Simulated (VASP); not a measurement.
# Rb (P6_3/mmc) in VASP: relaxation of shape and atoms at fixed volume with PBE

Aim: the relaxation of shape and atoms at fixed volume of Rb with PBE.

Program: VASP 6.6.1. These are calculated values, not measurements. Logs are shortened: lines on timing, memory, paths and dates and some standing lists are left out, and cuts for length are marked.

## Step 1: The cell of the first run

Symmetry: P6_3/mmc, No. 194, hexagonal system. Conventional cell: a = 3.998 Å, b = 3.998 Å, c = 13.230 Å, α = 90.00°, β = 90.00°, γ = 120.00°. Rb (site symmetry -3m) has 12 Rb at 4.00 to 4.03 Å within 5.2 Å. Within 5.2 Å of Rb (site symmetry -6m2) lie 12 Rb at 4.00 to 4.03 Å.

This isn't the form of Rb at room conditions, which is bcc.

## Step 2: Relaxation of shape and atoms at fixed volume, PBE

Contents of INCAR:

```
SYSTEM = Rb
ALGO = Normal ; EDIFF = 1E-7
EDIFFG = -0.005 ; ENCUT = 600
GGA = PE ; IBRION = 2
ISIF = 4 ; ISMEAR = -1
LASPH = .TRUE. ; LCHARG = .FALSE.
LREAL = .FALSE. ; LWAVE = .FALSE.
NELM = 100 ; NSW = 50
PREC = Accurate ; SIGMA = 0.1
```

Contents of KPOINTS:

```
k-points
0
G
  7 7 2
  0 0 0
```

Contents of POSCAR:

```
Rb
1.0
    3.9981466362      0.0000000000      0.0000000000
   -1.9990733181      3.4624965550      0.0000000000
    0.0000000000      0.0000000000     13.2298921841
Rb
4
Direct
    0.0000000000      0.0000000000      0.0000000000
    0.0000000000      0.0000000000      0.5000000000
    0.3333333333      0.6666666667      0.2500000000
    0.6666666667      0.3333333333      0.7500000000
```

Potentials or basis: VASP PAW PBE potentials, release 64 (Rb_sv).

Launch:

```bash
> cat potpaw_PBE.64/Rb_sv/POTCAR > POTCAR
> mpirun -np 1 vasp_std > vasp.out
```

OUTCAR:

```text
SYSTEM = Rb
   EDIFF = 1E-7
   EDIFFG = -0.005
   ENCUT = 600
   GGA = PE
   IBRION = 2
   ISIF = 4
   ISMEAR = -1
   LASPH = .TRUE.
   LREAL = .FALSE.
   NELM = 100
   NSW = 50
   PREC = Accurate

 ion  position               nearest neighbor table
   1  0.000  0.000  0.000-   3 4.03   4 4.03   3 4.03   4 4.03   4 4.03   3 4.03   4 5.68   3 5.68
                             3 5.68   4 5.68   3 5.68   4 5.68
   2  0.000  0.000  0.500-   3 4.03   4 4.03   3 4.03   4 4.03   4 4.03   3 4.03   4 5.68   3 5.68
                             3 5.68   4 5.68   3 5.68   4 5.68
   3  0.333  0.667  0.250-   1 4.03   2 4.03   1 4.03   2 4.03   1 4.03   2 4.03   1 5.68   2 5.68
                             1 5.68   2 5.68   1 5.68   2 5.68
   4  0.667  0.333  0.750-   1 4.03   2 4.03   1 4.03   2 4.03   1 4.03   2 4.03   1 5.68   2 5.68
                             1 5.68   2 5.68   1 5.68   2 5.68

  LATTYP: Found a hexagonal cell.
 ALAT       =     3.9981466362
 C/A-ratio  =     3.3090062441

  Lattice vectors:

 A1 = (   3.9981466362,   0.0000000000,   0.0000000000)
 A2 = (  -1.9990733181,   3.4624965550,   0.0000000000)
 A3 = (   0.0000000000,   0.0000000000,  13.2298921841)

Analysis of symmetry for initial positions (statically):
=====================================================================
 Subroutine PRICEL returns:
 Original cell was already a primitive cell.

 Routine SETGRP: Setting up the symmetry group for a
 hexagonal supercell.

 Subroutine GETGRP returns: Found 24 space group operations
 (whereof 12 operations were pure point group operations)
 out of a pool of 24 trial point group operations.

The static configuration has the point symmetry D_3d.
 The point group associated with its full space group is D_6h.

Analysis of symmetry for dynamics (positions and initial velocities):
=====================================================================
 Subroutine PRICEL returns:
 Original cell was already a primitive cell.

 Routine SETGRP: Setting up the symmetry group for a
 hexagonal supercell.

 Subroutine GETGRP returns: Found 24 space group operations
 (whereof 12 operations were pure point group operations)
 out of a pool of 24 trial point group operations.

The dynamic configuration has the point symmetry D_3d.
 The point group associated with its full space group is D_6h.

 Subroutine INISYM returns: Found 24 space group operations
 (whereof 12 operations are pure point group operations),
 and found     1 'primitive' translations

----------------------------------------------------------------------------------------

                                     Primitive cell

  volume of cell :     183.1489

  direct lattice vectors                    reciprocal lattice vectors
     3.998146636  0.000000000  0.000000000     0.250115889  0.144404476  0.000000000
    -1.999073318  3.462496555  0.000000000     0.000000000  0.288808952  0.000000000
     0.000000000  0.000000000 13.229892184     0.000000000  0.000000000  0.075586406

  length of vectors
     3.998146636  3.998146636 13.229892184     0.288808952  0.288808952  0.075586406

  position of ions in fractional coordinates (direct lattice)
     0.000000000  0.000000000  0.000000000
     0.000000000  0.000000000  0.500000000
     0.333333333  0.666666667  0.250000000
     0.666666667  0.333333333  0.750000000

  ion indices of the primitive-cell ions
   primitive index   ion index
                 1           1
                 2           2
                 3           3
                 4           4

----------------------------------------------------------------------------------------

 KPOINTS: k-points

Automatic generation of k-mesh.
 Grid dimensions read from file:
 generate k-points for:    7    7    2

 Generating k-lattice:

  Cartesian coordinates                     Fractional coordinates (reciprocal lattice)
     0.035730841  0.020629211  0.000000000     0.142857143  0.000000000  0.000000000
     0.000000000  0.041258422  0.000000000     0.000000000  0.142857143  0.000000000
     0.000000000  0.000000000  0.037793203     0.000000000  0.000000000  0.500000000

  Length of vectors
     0.041258422  0.041258422  0.037793203

  Shift w.r.t. Gamma in fractional coordinates (k-lattice)
     0.000000000  0.000000000  0.000000000

 Subroutine IBZKPT returns following result:
 ===========================================

 Found     16 irreducible k-points:

 Following reciprocal coordinates:
            Coordinates               Weight
  0.000000  0.000000  0.000000      1.000000
  0.142857  0.000000  0.000000      6.000000
  0.285714 -0.000000  0.000000      6.000000
  0.428571  0.000000  0.000000      6.000000
  0.142857  0.142857  0.000000      6.000000
  0.285714  0.142857  0.000000     12.000000
[... 8 lines left out ...]
  0.428571  0.142857  0.500000      6.000000
  0.285714  0.285714  0.500000      6.000000
   k-points           NKPTS =     16   k-points in BZ     NKDIM =     16   number of bands    NBANDS=     22
   number of dos      NEDOS =    301   number of ions     NIONS =      4
   total plane-waves  NPLWV = 110592
   dimension x,y,z NGX =    32 NGY =   32 NGZ =  108
   dimension x,y,z NGXF=    64 NGYF=   64 NGZF=  216
   ions per type =               4
   NGX,Y,Z   is equivalent  to a cutoff of  13.31, 13.31, 13.57 a.u.
   NGXF,Y,Z  is equivalent  to a cutoff of  26.61, 26.61, 27.14 a.u.
 SYSTEM =  Rb
   PREC   = accura    normal or accurate (medium, high low for compatibility)
   ISTART =      0    job   : 0-new  1-cont  2-samecut
   ICHARG =      2    charge: 1-file 2-atom 10-const
   ISPIN  =      1    spin polarized calculation?
   LNONCOLLINEAR =      F non collinear calculations
   LSORBIT =      F    spin-orbit coupling
   LASPH  =      T    aspherical Exc in radial PAW
   ENCUT  =  600.0 eV  44.10 Ry    6.64 a.u.   7.99  7.99 26.42*2*pi/ulx,y,z
   NELM   =    100;   NELMIN=  2; NELMDL= -5     # of ELM steps
   EDIFF  = 0.1E-06   stopping-criterion for ELM
   LREAL  =      F    real-space projection
   EDIFFG = -.5E-02   stopping-criterion for IOM
   NSW    =     50    number of steps for IOM
   IBRION =      2    ionic relax: 0-MD 1-quasi-New 2-CG
   NFREE  =      1    steps in history (QN), initial steepest desc. (CG)
   ISIF   =      4    stress and relaxation
   ISYM   =      2    0-nonsym 1-usesym 2-fastsym
   POTIM  = 0.5000    time-step for ionic-motion
   TEBEG  =    0.0;   TEEND  =   0.0 temperature during run
   PSTRESS=    0.0 pullay stress
   NELECT =      36.0000    total number of electrons
   NUPDOWN=      -1.0000    fix difference up-down
   EMIN   =  10.00;   EMAX   =-10.00  energy-range for DOS
   EFERMI =   0.00;   METHOD = LEGACY
   ISMEAR =    -1;   SIGMA  =   0.10  broadening in eV -4-tet -1-fermi 0-gaus
   EFERMI_NEDOS =   21; number of points for ismear=-14 and -15
   IALGO  =     38    algorithm
   IMIX   =      4    mixing-type and parameters
     AMIX     =   0.40;   BMIX     =  1.00
     AMIX_MAG =   1.60;   BMIX_MAG =  1.00
  volume/ion in A,a.u.               =      45.79       308.99
  Fermi-wavevector in a.u.,A,eV,Ry     =   0.951862  1.798759 12.327452  0.906042
  Thomas-Fermi vector in A             =   2.080372
   LORBIT       =      0    0 simple, 1 ext, 2 COOP (PROOUT), +10 PAW based schemes
   GGA     = PE    functional components
   LHFCALC =     F    Hartree Fock is set to
   AEXX    =    0.0000 exact exchange contribution
   IVDW    =     0    specifies the selected vdW correction
   LEPSILON=     F    determine dielectric tensor
   LRPA    =     F    only Hartree local field effects (RPA)
 conjugate gradient relaxation of ions
 non-spin polarized calculation
  energy-cutoff  :      600.00
  volume of cell :      183.15
 maximum number of plane-waves:      6140
 NGX is ok and might be reduce to    32
   NGX = 15   NGY = 15   NGZ = 53

--------------------------------------- Ionic step        1  -------------------------------------------

 number of electron      36.0000000 magnetization

 Free energy of the ion-electron system (eV)
  ---------------------------------------------------
  ext. energy  EPLUGINS =         0.00000000
  ---------------------------------------------------
  free energy    TOTEN  =        -1.63483444 eV

  energy without entropy =       -1.52065351  energy(sigma->0) =       -1.57774397

------------------------ aborting loop because EDIFF is reached ----------------------------------------

  FORCE on cell =-STRESS in cart. coord.  units (eV):
  Direction    XX          YY          ZZ          XY          YZ          ZX
  --------------------------------------------------------------------------------------
  -------------------------------------------------------------------------------------
  Total        7.3669518      7.3669518      7.0937953      0.0000000     -0.0000000      0.0000000
  in kB       64.4457139     64.4457139     62.0561550      0.0000000     -0.0000000      0.0000000
  external PRESSURE =      63.6491943 kB  Pullay stress =       0.0000000 kB

 VOLUME and BASIS-vectors are now :
 -----------------------------------------------------------------------------
  energy-cutoff  :      600.00
  volume of cell :      183.15
      direct lattice vectors                 reciprocal lattice vectors
     3.998146636  0.000000000  0.000000000     0.250115889  0.144404476  0.000000000
    -1.999073318  3.462496555  0.000000000     0.000000000  0.288808952  0.000000000
     0.000000000  0.000000000 13.229892184     0.000000000  0.000000000  0.075586406
[... 77 lines left out ...]
 POSITION                                       TOTAL-FORCE (eV/Angst)
 -----------------------------------------------------------------------------------
     -0.00000     -0.00000      0.00000         0.000000     -0.000000      0.000000
     -0.00000     -0.00000      6.55696         0.000000      0.000000      0.000000
     -0.00000      2.31852      3.27848        -0.000000     -0.000000      0.000000
      2.00789      1.15926      9.83544         0.000000      0.000000      0.000000
 -----------------------------------------------------------------------------------
    total drift:                               -0.000000      0.000000      0.000000

  FREE ENERGIE OF THE ION-ELECTRON SYSTEM (eV)
  ---------------------------------------------------
  free  energy   TOTEN  =        -1.6362114166 eV

  energy  without entropy=       -1.5229921563  energy(sigma->0) =       -1.57960179

--------------------------------------- Ionic step        4  -------------------------------------------

 number of electron      35.9999999 magnetization

 Free energy of the ion-electron system (eV)
  ---------------------------------------------------
  ext. energy  EPLUGINS =         0.00000000
  ---------------------------------------------------
  free energy    TOTEN  =        -1.63624473 eV

  energy without entropy =       -1.52316432  energy(sigma->0) =       -1.57970452

 E-fermi :   2.2646     XC(G=0):  -7.4522

 val. band max:        2.2002805312   @ k =   0.4286   0.0000   0.0000
 cond. band min:       2.3741842448   @ k =   0.4286   0.1429   0.0000
 fundamental gap:      0.1739037136
 Fermi energy:         2.2645748175

 k-point     1 :       0.0000    0.0000    0.0000
  band No.  band energies     occupation
      1     -26.6991      2.00000
      2     -26.6614      2.00000
      3     -26.6558      2.00000
      4     -26.6175      2.00000
      5     -11.2544      2.00000
      6     -10.8783      2.00000
[... 14 lines left out ...]
     21       3.9515      0.00000
     22       4.7859      0.00000
[... 395 lines left out ...]
 POSITION                                       TOTAL-FORCE (eV/Angst)
 -----------------------------------------------------------------------------------
      4.01896     -0.00000      0.00000         0.000000      0.000000      0.000000
      4.01896     -0.00000      6.54660         0.000000      0.000000      0.000000
     -0.00000      2.32035      3.27330        -0.000000      0.000000     -0.000000
      2.00948      1.16017      9.81991         0.000000     -0.000000      0.000000
 -----------------------------------------------------------------------------------
    total drift:                                0.000000      0.000000     -0.000000

  FREE ENERGIE OF THE ION-ELECTRON SYSTEM (eV)
  ---------------------------------------------------
  free  energy   TOTEN  =        -1.6362447262 eV

  energy  without entropy=       -1.5231643181  energy(sigma->0) =       -1.57970452

 reached required accuracy - stopping structural energy minimisation
```

Run time: 2.4 min. Hardware: 1 thread of Intel Xeon Platinum 8488C (Sapphire Rapids), shared host; peak memory 0.34 GiB.

Results:

```yaml
Free_energy: -1.6362 eV
Energy_gained_by_relaxing: 0.4 meV/atom
Ionic_steps: 4
Pressure_after_relaxing: 6.4 GPa
Band_gap_on_the_k_mesh: zero (bands 18 and 19 overlap by 2.30 eV)
```

The path:
```
step  energy change (eV)  largest force (eV/Å)  pressure (GPa)  volume (Å³)
   1              0.0000                0.0000            6.36       183.15
   2             -0.0005                0.0000            6.36       183.15
   3             -0.0014                0.0000            6.36       183.15
   4             -0.0014                0.0000            6.36       183.15
```

Final structure:
```yaml
crystal:
  lattice:
    - [4.01896, 0.00000, 0.00000]
    - [-2.00948, 3.48052, 0.00000]
    - [0.00000, 0.00000, 13.09321]
  atoms:
    - { symbol: Rb, position: [0.00000, 0.00000, 0.00000] }
    - { symbol: Rb, position: [0.00000, 0.00000, 0.50000] }
    - { symbol: Rb, position: [0.33333, 0.66667, 0.25000] }
    - { symbol: Rb, position: [0.66667, 0.33333, 0.75000] }
```
